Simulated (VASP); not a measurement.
# Te2P (P6/mmm) in VASP: notebook

Te2P is run at these levels: PBE; tasks: single point, relaxation of cell and atoms.

All numbers are computed with VASP 6.6.1; they aren't measurements. Logs are shortened: lines on timing, memory, paths and dates and some standing lists are left out, and cuts for length are marked.

**1. The cell of the first run**

The structure is hexagonal, space group P6/mmm (No. 191). The conventional cell has a = 5.315 Å, b = 5.315 Å, c = 3.052 Å, α = 90.00°, β = 90.00°, γ = 120.00°. Within 4.0 Å of Te (site symmetry -6m2) lie 5 Te at 3.05 to 3.07 Å and 6 P at 3.43 Å. Within 4.0 Å of P (site symmetry 6/mmm) lie 2 P at 3.05 Å and 12 Te at 3.43 Å.

**2. Single point, PBE**

File INCAR:

```
ALGO     = Normal         # electronic algorithm
EDIFF    = 1E-6           # SCF threshold, eV
ENCUT    = 520            # plane-wave cutoff, eV
GGA      = PE             # functional
ISIF     = 2              # what is computed and relaxed
ISMEAR   = 0              # smearing method
LASPH    = T              # aspherical terms in the spheres
LCHARG   = F              # write CHGCAR
LREAL    = F              # projectors in reciprocal space
LWAVE    = F              # write WAVECAR
NBANDS   = 16             # bands
NELM     = 100            # most SCF steps
PREC     = Accurate       # precision mode
SIGMA    = 0.1            # smearing width, eV
```

File KPOINTS:

```
k-points
0
Gamma
  9 9 14
```

File POSCAR:

```
Te2P
1.0
    5.3151290679      0.0000000000      0.0000000000
   -2.6575645339      4.6030367972      0.0000000000
    0.0000000000      0.0000000000      3.0518950378
Te P
2 1
Direct
    0.3333333333      0.6666666667      0.5000000000
    0.6666666667      0.3333333333      0.5000000000
    0.0000000000      0.0000000000      0.0000000000
```

Potentials or basis: VASP PAW PBE potentials, release 64 (Te, P).

Started as:

```bash
cat potpaw_PBE.64/Te/POTCAR potpaw_PBE.64/P/POTCAR > POTCAR
mpirun -np 1 vasp_std > vasp.out
```

OUTCAR:

```text
EDIFF = 1E-6
   ENCUT = 520
   GGA = PE
   ISIF = 2
   ISMEAR = 0
   LASPH = T
   LREAL = F
   NELM = 100
   PREC = Accurate

 ion  position               nearest neighbor table
   1  0.333  0.667  0.500-   2 3.07   2 3.07   2 3.07
   2  0.667  0.333  0.500-   1 3.07   1 3.07   1 3.07
   3  0.000  0.000  0.000-

  LATTYP: Found a hexagonal cell.
 ALAT       =     5.3151290679
 C/A-ratio  =     0.5741902029

  Lattice vectors:

 A1 = (   5.3151290679,   0.0000000000,   0.0000000000)
 A2 = (  -2.6575645339,   4.6030367972,   0.0000000000)
 A3 = (   0.0000000000,   0.0000000000,   3.0518950378)

Analysis of symmetry for initial positions (statically):
=====================================================================
 Subroutine PRICEL returns:
 Original cell was already a primitive cell.

 Routine SETGRP: Setting up the symmetry group for a
 hexagonal supercell.

 Subroutine GETGRP returns: Found 24 space group operations
 (whereof 24 operations were pure point group operations)
 out of a pool of 24 trial point group operations.

The static configuration has the point symmetry D_6h.

Analysis of symmetry for dynamics (positions and initial velocities):
=====================================================================
 Subroutine PRICEL returns:
 Original cell was already a primitive cell.

 Routine SETGRP: Setting up the symmetry group for a
 hexagonal supercell.

 Subroutine GETGRP returns: Found 24 space group operations
 (whereof 24 operations were pure point group operations)
 out of a pool of 24 trial point group operations.

The dynamic configuration has the point symmetry D_6h.

 Subroutine INISYM returns: Found 24 space group operations
 (whereof 24 operations are pure point group operations),
 and found     1 'primitive' translations

----------------------------------------------------------------------------------------

                                     Primitive cell

  volume of cell :      74.6669

  direct lattice vectors                    reciprocal lattice vectors
     5.315129068  0.000000000  0.000000000     0.188142186  0.108623942  0.000000000
    -2.657564534  4.603036797  0.000000000     0.000000000  0.217247883  0.000000000
     0.000000000  0.000000000  3.051895038     0.000000000  0.000000000  0.327665266

[... 84 lines left out ...]
   NELM   =    100;   NELMIN=  2; NELMDL= -5     # of ELM steps
   EDIFF  = 0.1E-05   stopping-criterion for ELM
   LREAL  =      F    real-space projection
   EDIFFG = 0.1E-04   stopping-criterion for IOM
   NSW    =      0    number of steps for IOM
   IBRION =     -1    ionic relax: 0-MD 1-quasi-New 2-CG
   NFREE  =      0    steps in history (QN), initial steepest desc. (CG)
   ISIF   =      2    stress and relaxation
   ISYM   =      2    0-nonsym 1-usesym 2-fastsym
   POTIM  = 0.5000    time-step for ionic-motion
   TEBEG  =    0.0;   TEEND  =   0.0 temperature during run
   PSTRESS=    0.0 pullay stress
   NELECT =      17.0000    total number of electrons
   NUPDOWN=      -1.0000    fix difference up-down
   EMIN   =  10.00;   EMAX   =-10.00  energy-range for DOS
   EFERMI =   0.00;   METHOD = LEGACY
   ISMEAR =     0;   SIGMA  =   0.10  broadening in eV -4-tet -1-fermi 0-gaus
   EFERMI_NEDOS =   21; number of points for ismear=-14 and -15
   IALGO  =     38    algorithm
   IMIX   =      4    mixing-type and parameters
     AMIX     =   0.40;   BMIX     =  1.00
     AMIX_MAG =   1.60;   BMIX_MAG =  1.00
  volume/ion in A,a.u.               =      24.89       167.96
  Fermi-wavevector in a.u.,A,eV,Ry     =   0.999651  1.889067 13.596338  0.999303
  Thomas-Fermi vector in A             =   2.131956
   LORBIT       =      0    0 simple, 1 ext, 2 COOP (PROOUT), +10 PAW based schemes
   GGA     = PE    functional components
   LHFCALC =     F    Hartree Fock is set to
   AEXX    =    0.0000 exact exchange contribution
   IVDW    =     0    specifies the selected vdW correction
   LEPSILON=     F    determine dielectric tensor
   LRPA    =     F    only Hartree local field effects (RPA)
 non-spin polarized calculation
 Gauss-broadening in eV      SIGMA  =   0.10
  energy-cutoff  :      520.00
  volume of cell :       74.67
 maximum number of plane-waves:      2046
 NGX is ok and might be reduce to    40
   NGX = 19   NGY = 19   NGZ = 11

 number of electron      17.0000000 magnetization

 Free energy of the ion-electron system (eV)
  ---------------------------------------------------
  ext. energy  EPLUGINS =         0.00000000
  ---------------------------------------------------
  free energy    TOTEN  =        -9.45144485 eV

  energy without entropy =       -9.43940972  energy(sigma->0) =       -9.44542728

 E-fermi :   7.8147     XC(G=0): -10.1992

 val. band max:        7.8118206784   @ k =   0.2222  -0.0000   0.2143
 cond. band min:       7.8169065540   @ k =   0.3333   0.1111   0.0714
 fundamental gap:      0.0050858756
 Fermi energy:         7.8147141481

 k-point     1 :       0.0000    0.0000    0.0000
  band No.  band energies     occupation
      1      -6.6380      2.00000
      2      -2.9866      2.00000
      3      -1.5537      2.00000
      4       2.6414      2.00000
      5       2.6414      2.00000
      6       3.8994      2.00000
[... 433 lines left out ...]
      3      -2.8247      2.00000
      4       3.2232      2.00000
      5       4.2850      2.00000
      6       4.2850      2.00000
[... 8 lines left out ...]
     15      14.2975      0.00000
     16      16.1416      0.00000

 [... further k-points ...]

------------------------ aborting loop because EDIFF is reached ----------------------------------------

  FORCE on cell =-STRESS in cart. coord.  units (eV):
  Direction    XX          YY          ZZ          XY          YZ          ZX
  --------------------------------------------------------------------------------------
  -------------------------------------------------------------------------------------
  Total       -0.0396519     -0.0396519     -0.0573265     -0.0000000     -0.0000000      0.0000000
  in kB       -0.8508374     -0.8508374     -1.2300929     -0.0000000     -0.0000000      0.0000000
  external PRESSURE =      -0.9772559 kB  Pullay stress =       0.0000000 kB

 VOLUME and BASIS-vectors are now :
 -----------------------------------------------------------------------------
  energy-cutoff  :      520.00
  volume of cell :       74.67
      direct lattice vectors                 reciprocal lattice vectors
     5.315129068  0.000000000  0.000000000     0.188142186  0.108623942  0.000000000
    -2.657564534  4.603036797  0.000000000     0.000000000  0.217247883  0.000000000
     0.000000000  0.000000000  3.051895038     0.000000000  0.000000000  0.327665266

 POSITION                                       TOTAL-FORCE (eV/Angst)
 -----------------------------------------------------------------------------------
     -0.00000      3.06869      1.52595        -0.000000      0.000000      0.000000
      2.65756      1.53435      1.52595         0.000000     -0.000000     -0.000000
      0.00000      0.00000      0.00000         0.000000      0.000000      0.000000
 -----------------------------------------------------------------------------------
    total drift:                                0.000000     -0.000000      0.000000

  FREE ENERGIE OF THE ION-ELECTRON SYSTEM (eV)
  ---------------------------------------------------
  free  energy   TOTEN  =        -9.4514448452 eV

  energy  without entropy=       -9.4394097196  energy(sigma->0) =       -9.44542728
```

stdout:

```text
POSCAR found type information on POSCAR TeP
 POSCAR found :  2 types and       3 ions
 scaLAPACK will be used
 LDA part: xc-table for (Slater+PW92), standard interpolation
 POSCAR, INCAR and KPOINTS ok, starting setup
 FFT: planning ... GRIDC
 FFT: planning ... GRID_SOFT
 FFT: planning ... GRID
 WAVECAR not read
 entering main loop
```

Run time: 32 s. Hardware: 1 thread of Intel Xeon 6975P-C (Granite Rapids), shared host; peak memory 0.25 GiB.

Results:

```yaml
Free_energy: -9.4514 eV
Pressure: -0.1 GPa
Band_gap_on_the_k_mesh: zero (an odd number of electrons rules out a gap without spin polarisation)
```

Caveat: spin-orbit coupling is left out, which moves the levels of the heavy elements.

**3. Relaxation of cell and atoms, PBE**

This run uses another cell than the first one, of 24.74 Å³/atom.

File INCAR:

```
SYSTEM = Te2P
PREC     = Accurate       ! precision mode
ENCUT    = 600            ! plane-wave cutoff, eV
EDIFF    = 1E-7           ! SCF threshold, eV
ISMEAR   = 0              ! smearing method
SIGMA    = 0.1            ! smearing width, eV
LREAL    = .False.        ! projectors in reciprocal space
LASPH    = .True.         ! aspherical terms in the spheres
NELM     = 100            ! most SCF steps
ALGO     = Normal         ! electronic algorithm
ISIF     = 3              ! what is computed and relaxed
LWAVE    = .False.        ! write WAVECAR
LCHARG   = .False.        ! write CHGCAR
GGA      = PE             ! functional
IBRION   = 2              ! ionic algorithm
NSW      = 100            ! ionic steps
EDIFFG   = -0.01          ! ionic threshold
```

File KPOINTS:

```
regular mesh
0
Gamma
  9 9 14
  0 0 0
```

File POSCAR:

```
Te2P
1.0
    5.2599916100      0.0000000000      0.0000000000
   -2.6299958050      4.5552863579      0.0000000000
    0.0000000000      0.0000000000      3.0975939402
Te P
2 1
Direct
    0.3333333333      0.6666666667      0.5000000000
    0.6666666667      0.3333333333      0.5000000000
    0.0000000000      0.0000000000      0.0000000000
```

Potentials or basis: VASP PAW PBE potentials, release 64 (Te, P).

Started as:

```bash
cat potpaw_PBE.64/Te/POTCAR potpaw_PBE.64/P/POTCAR > POTCAR
mpirun -np 1 vasp_std > vasp.out
```

It took 1.9 min on 1 thread of Intel Xeon 6975P-C (Granite Rapids), shared host; peak memory 0.3 GiB.

The run converged. Its results:

| Item | Value |
| --- | --- |
| Free energy | -9.4515 eV |
| Relaxed volume | 24.84 Å³/atom |
| Relaxed cell | a = 5.313 Å, b = 5.313 Å, c = 3.048 Å, α = 90.00°, β = 90.00°, γ = 120.00° |
| Space group after relaxing (to 0.1 Å) | P6/mmm (No. 191) |
| Energy gained by relaxing | 3.5 meV/atom |
| Ionic steps | 5 |
| Pressure after relaxing | 0.0 GPa |

The path:
| step | energy change (eV) | largest force (eV/Å) | pressure (GPa) | volume (Å³) |
| --- | --- | --- | --- | --- |
| 1 | 0.0000 | 0.0000 | 0.19 | 74.22 |
| 2 | -0.0100 | 0.0000 | 0.00 | 74.53 |
| 3 | -0.0106 | 0.0000 | -0.05 | 74.62 |
| 4 | -0.0106 | 0.0000 | -0.06 | 74.63 |
| 5 | -0.0106 | 0.0000 | 0.02 | 74.53 |

Final structure:
```
Te P
1.0
     5.31313    0.00000    0.00000
    -2.65657    4.60131    0.00000
     0.00000    0.00000    3.04842
Te P
2 1
Direct
  0.33333 0.66667 0.50000
  0.66667 0.33333 0.50000
  0.00000 0.00000 0.00000
```

Levels at points of the mesh, in eV from the Fermi level:
```tsv
k point	band 6	band 7	band 8	band 9	band 10	band 11	band 12
(0.00, 0.00, 0.00)	-3.93	-3.93	1.21	3.11	3.11	3.87	4.51
(0.00, 0.00, 0.50)	-3.23	-3.23	-2.85	-0.82	-0.82	-0.09	-0.09
```

Caveat: the highest band is partly filled, so the run has too few bands; spin-orbit coupling is left out, which moves the levels of the heavy elements.
